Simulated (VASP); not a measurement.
PbSe (Clausthalite):

```
Pb Se
1.0
     0.00000    3.06065    3.06065
     3.06065    0.00000    3.06065
     3.06065    3.06065    0.00000
Pb Se
1 1
Direct
  0.00000 0.00000 0.00000
  0.50000 0.50000 0.50000
```

```yaml
Program: VASP 6.6.1
Task: relaxation of cell and atoms
Functional: BLYP
Dispersion: D4
Potentials_or_basis: VASP PAW PBE potentials, release 64 (Pb_d, Se)
Cutoff: 600 eV
k_mesh: 8 × 8 × 8
Occupations: fermi-dirac, width 0.05 eV
Spin: no spin polarisation
```

At the start: pressure 2.0 GPa; volume 28.67 Å³/atom.

Problem. How do energy, volume and symmetry change on relaxing?

Solution. Over 9 steps the energy falls by 36.1 meV/atom and the volume is 31.72 Å³/atom (+10.6 %); space group Fm-3m (No. 225, to 0.05 Å).

Step by step:
| step | energy change (eV) | largest force (eV/Å) | pressure (GPa) | volume (Å³) |
| --- | --- | --- | --- | --- |
| 1 | 0.0000 | 0.0000 | 2.00 | 57.34 |
| 2 | -0.0181 | 0.0000 | 0.91 | 60.36 |
| 3 | -0.0716 | 0.0000 | 0.90 | 63.23 |
| 4 | 0.0614 | 0.0000 | -4.15 | 69.24 |
| 5 | -0.0666 | 0.0000 | -2.21 | 64.19 |
| 6 | -0.0722 | 0.0000 | -0.21 | 63.50 |
| 7 | -0.0722 | 0.0000 | 0.29 | 63.38 |
| 8 | -0.0722 | 0.0000 | -0.10 | 63.47 |
| 9 | -0.0722 | 0.0000 | 0.00 | 63.45 |

Final structure:
```xyz
2
Lattice="0.0000 3.1657 3.1657 3.1657 0.0000 3.1657 3.1657 3.1657 0.0000" Properties=species:S:1:pos:R:3 pbc="T T T"
Pb    0.0000    0.0000    0.0000
Se    3.1657    3.1657    3.1657
```

The cell as given is a measured one (28.67 Å³/atom); BLYP+D4 puts the equilibrium volume +10.6 % from it, thermal expansion not counted.

Caveat: the PAW data sets were made with another functional, which shifts forces and pressure a little; the volume moved by +11 % from the deposited cell, more than functionals usually miss.
